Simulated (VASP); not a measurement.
# TeF3 (P4/mmm) in VASP: single point with PBE

Aim: the single point of TeF3 with PBE.

Program: VASP 6.6.1. These are calculated values, not measurements. Logs are shortened: lines on timing, memory, paths and dates and some standing lists are left out, and cuts for length are marked.

**1. The cell of the first run**

The structure is tetragonal, space group P4/mmm (No. 123). The conventional cell has a = 3.619 Å, b = 3.619 Å, c = 7.187 Å, α = 90.00°, β = 90.00°, γ = 90.00°. Within 2.6 Å of Te (site symmetry 4/mmm) lie 6 F at 1.97 to 2.56 Å. F (site symmetry 4mm) has 1 Te at 1.97 Å within 2.6 Å. Within 3.4 Å of F (site symmetry 4/mmm) lie 4 Te at 2.56 Å and 8 F at 3.23 Å.

The cell was generated, and may not be a known phase.

**2. Single point, PBE**

Input file INCAR:

```
  PREC = Accurate
  ENCUT = 520
  EDIFF = 1E-6
  ISMEAR = 0
  SIGMA = 0.1
  LREAL = F
  LASPH = T
  NELM = 60
  ALGO = Normal
  ISIF = 2
  LWAVE = F
  LCHARG = F
  GGA = PE
  NBANDS = 22
```

Input file KPOINTS:

```
regular mesh
0
Gamma
  12 12 8
```

Input file POSCAR:

```
TeF3
1.0
    3.6194354737      0.0000000000      0.0000000000
    0.0000000000      3.6194354737      0.0000000000
    0.0000000000      0.0000000000      7.1872169565
Te F
1 3
Direct
    0.0000000000      0.0000000000      0.0000000000
    0.0000000000      0.0000000000      0.2740434240
    0.0000000000      0.0000000000      0.7259565760
    0.5000000000      0.5000000000      0.0000000000
```

Potentials or basis: VASP PAW PBE potentials, release 64 (Te, F).

The run is started by

```bash
> cat potpaw_PBE.64/Te/POTCAR potpaw_PBE.64/F/POTCAR > POTCAR
> mpirun -np 1 vasp_std > vasp.out
```

OUTCAR:

```text
PREC = Accurate
   ENCUT = 520
   EDIFF = 1E-6
   ISMEAR = 0
   LREAL = F
   LASPH = T
   NELM = 60
   ISIF = 2
   GGA = PE

 ion  position               nearest neighbor table
   1  0.000  0.000  0.000-   2 1.97   3 1.97   4 2.56   4 2.56   4 2.56   4 2.56
   2  0.000  0.000  0.274-   1 1.97
   3  0.000  0.000  0.726-   1 1.97
   4  0.500  0.500  0.000-   1 2.56   1 2.56   1 2.56   1 2.56

  LATTYP: Found a simple tetragonal cell.
 ALAT       =     3.6194354737
 C/A-ratio  =     1.9857287162

  Lattice vectors:

 A1 = (   3.6194354737,   0.0000000000,   0.0000000000)
 A2 = (   0.0000000000,   3.6194354737,   0.0000000000)
 A3 = (   0.0000000000,   0.0000000000,   7.1872169565)

Analysis of symmetry for initial positions (statically):
=====================================================================
 Subroutine PRICEL returns:
 Original cell was already a primitive cell.

 Routine SETGRP: Setting up the symmetry group for a
 simple tetragonal supercell.

 Subroutine GETGRP returns: Found 16 space group operations
 (whereof 16 operations were pure point group operations)
 out of a pool of 16 trial point group operations.

The static configuration has the point symmetry D_4h.

Analysis of symmetry for dynamics (positions and initial velocities):
=====================================================================
 Subroutine PRICEL returns:
 Original cell was already a primitive cell.

 Routine SETGRP: Setting up the symmetry group for a
 simple tetragonal supercell.

 Subroutine GETGRP returns: Found 16 space group operations
 (whereof 16 operations were pure point group operations)
 out of a pool of 16 trial point group operations.

The dynamic configuration has the point symmetry D_4h.

 Subroutine INISYM returns: Found 16 space group operations
 (whereof 16 operations are pure point group operations),
 and found     1 'primitive' translations

----------------------------------------------------------------------------------------

                                     Primitive cell

  volume of cell :      94.1548

  direct lattice vectors                    reciprocal lattice vectors
     3.619435474  0.000000000  0.000000000     0.276286180  0.000000000  0.000000000
[... 87 lines left out ...]
   LASPH  =      T    aspherical Exc in radial PAW
   ENCUT  =  520.0 eV  38.22 Ry    6.18 a.u.   6.73  6.73 13.36*2*pi/ulx,y,z
   NELM   =     60;   NELMIN=  2; NELMDL= -5     # of ELM steps
   EDIFF  = 0.1E-05   stopping-criterion for ELM
   LREAL  =      F    real-space projection
   EDIFFG = 0.1E-04   stopping-criterion for IOM
   NSW    =      0    number of steps for IOM
   IBRION =     -1    ionic relax: 0-MD 1-quasi-New 2-CG
   NFREE  =      0    steps in history (QN), initial steepest desc. (CG)
   ISIF   =      2    stress and relaxation
   ISYM   =      2    0-nonsym 1-usesym 2-fastsym
   POTIM  = 0.5000    time-step for ionic-motion
   TEBEG  =    0.0;   TEEND  =   0.0 temperature during run
   PSTRESS=    0.0 pullay stress
   NELECT =      27.0000    total number of electrons
   NUPDOWN=      -1.0000    fix difference up-down
   EMIN   =  10.00;   EMAX   =-10.00  energy-range for DOS
   EFERMI =   0.00;   METHOD = LEGACY
   ISMEAR =     0;   SIGMA  =   0.10  broadening in eV -4-tet -1-fermi 0-gaus
   EFERMI_NEDOS =   21; number of points for ismear=-14 and -15
   IALGO  =     38    algorithm
   IMIX   =      4    mixing-type and parameters
     AMIX     =   0.40;   BMIX     =  1.00
     AMIX_MAG =   1.60;   BMIX_MAG =  1.00
  volume/ion in A,a.u.               =      23.54       158.85
  Fermi-wavevector in a.u.,A,eV,Ry     =   1.079565  2.040081 15.857040  1.165460
  Thomas-Fermi vector in A             =   2.215533
   LORBIT       =      0    0 simple, 1 ext, 2 COOP (PROOUT), +10 PAW based schemes
   GGA     = PE    functional components
   LHFCALC =     F    Hartree Fock is set to
   AEXX    =    0.0000 exact exchange contribution
   IVDW    =     0    specifies the selected vdW correction
   LEPSILON=     F    determine dielectric tensor
   LRPA    =     F    only Hartree local field effects (RPA)
 non-spin polarized calculation
 Gauss-broadening in eV      SIGMA  =   0.10
  energy-cutoff  :      520.00
  volume of cell :       94.15
 maximum number of plane-waves:      2572
 NGX is ok and might be reduce to    28
   NGX = 13   NGY = 13   NGZ = 27

 number of electron      27.0000016 magnetization

 Free energy of the ion-electron system (eV)
  ---------------------------------------------------
  ext. energy  EPLUGINS =         0.00000000
  ---------------------------------------------------
  free energy    TOTEN  =       -14.46575033 eV

  energy without entropy =      -14.46229907  energy(sigma->0) =      -14.46402470

 E-fermi :  -0.7581     XC(G=0):  -7.1432

 val. band max:       -0.7659108054   @ k =   0.2500   0.2500   0.5000
 cond. band min:      -0.6483632007   @ k =   0.3333   0.3333   0.0000
 fundamental gap:      0.1175476047
 Fermi energy:        -0.7581186659

 k-point     1 :       0.0000    0.0000    0.0000
  band No.  band energies     occupation
      1     -24.2840      2.00000
      2     -23.2986      2.00000
      3     -23.2741      2.00000
      4     -12.0568      2.00000
      5      -6.6993      2.00000
      6      -6.5615      2.00000
[... 589 lines left out ...]
     21      11.1759      0.00000
     22      11.5298      0.00000

 [... further k-points ...]

------------------------ aborting loop because EDIFF is reached ----------------------------------------

  FORCE on cell =-STRESS in cart. coord.  units (eV):
  Direction    XX          YY          ZZ          XY          YZ          ZX
  --------------------------------------------------------------------------------------
  -------------------------------------------------------------------------------------
  Total       -0.2009690     -0.2009690     -0.1571251      0.0000000     -0.0000000      0.0000000
  in kB       -3.4197720     -3.4197720     -2.6737062      0.0000000     -0.0000000      0.0000000
  external PRESSURE =      -3.1710834 kB  Pullay stress =       0.0000000 kB

 VOLUME and BASIS-vectors are now :
 -----------------------------------------------------------------------------
  energy-cutoff  :      520.00
  volume of cell :       94.15
      direct lattice vectors                 reciprocal lattice vectors
     3.619435474  0.000000000  0.000000000     0.276286180  0.000000000  0.000000000
     0.000000000  3.619435474  0.000000000     0.000000000  0.276286180  0.000000000
     0.000000000  0.000000000  7.187216957     0.000000000  0.000000000  0.139135914

 POSITION                                       TOTAL-FORCE (eV/Angst)
 -----------------------------------------------------------------------------------
      0.00000      0.00000      0.00000         0.000000      0.000000      0.000000
      0.00000      0.00000      1.96961         0.000000      0.000000     -0.009815
      0.00000      0.00000      5.21761        -0.000000      0.000000      0.009815
      1.80972      1.80972      0.00000         0.000000      0.000000      0.000000
 -----------------------------------------------------------------------------------
    total drift:                                0.000000      0.000000      0.000000

  FREE ENERGIE OF THE ION-ELECTRON SYSTEM (eV)
  ---------------------------------------------------
  free  energy   TOTEN  =       -14.4657503317 eV

  energy  without entropy=      -14.4622990741  energy(sigma->0) =      -14.46402470
```

OSZICAR:

```text
N       E                     dE             d eps       ncg     rms          rms(c)
DAV:   1     0.169905405047E+03    0.16991E+03   -0.12971E+04  6176   0.103E+03
DAV:   2    -0.680178676686E+01   -0.17671E+03   -0.17140E+03  7902   0.259E+02
DAV:   3    -0.179894125115E+02   -0.11188E+02   -0.11107E+02  7642   0.659E+01
[... 14 lines left out ...]
DAV:  18    -0.144657801761E+02    0.10796E-03   -0.14743E-04  6388   0.928E-02    0.134E-01
DAV:  19    -0.144657615418E+02    0.18634E-04   -0.19269E-05  6922   0.313E-02    0.803E-02
DAV:  20    -0.144657520584E+02    0.94834E-05   -0.15076E-05  6406   0.295E-02    0.312E-02
DAV:  21    -0.144657503607E+02    0.16977E-05   -0.49621E-06  6994   0.163E-02    0.618E-03
DAV:  22    -0.144657503317E+02    0.29047E-07   -0.27208E-07  3476   0.380E-03
   1 F= -.14465750E+02 E0= -.14464025E+02  d E =-.345126E-02
```

stdout:

```text
POSCAR found type information on POSCAR TeF
 POSCAR found :  2 types and       4 ions
 scaLAPACK will be used
 LDA part: xc-table for (Slater+PW92), standard interpolation
 POSCAR, INCAR and KPOINTS ok, starting setup
 FFT: planning ... GRIDC
 FFT: planning ... GRID_SOFT
 FFT: planning ... GRID
 WAVECAR not read
 entering main loop
```

Run time: 3.6 min. Hardware: 1 thread of Intel Xeon 6975P-C (Granite Rapids), shared host; peak memory 0.36 GiB.

What came out:

```
Free energy            : -14.4658 eV
Pressure               : -0.3 GPa
Largest force          : 0.010 eV/Å
Band gap on the k mesh : zero (an odd number of electrons rules out a gap without spin polarisation)
```

Forces on the atoms (eV/Å):
```
Te   0.000  0.000  0.000
F    0.000  0.000 -0.010
F    0.000  0.000  0.010
F    0.000  0.000  0.000
```

Caveat: spin-orbit coupling is left out, which moves the levels of the heavy elements; this functional lacks dispersion, which binds layers or chains, so the pressure and a relaxed spacing across them are unreliable; an odd number of electrons without spin polarisation forces a metal; a magnetic or distorted state may lie lower.

The gap in the log of VASP goes by the Fermi energy; the results here count the filled bands.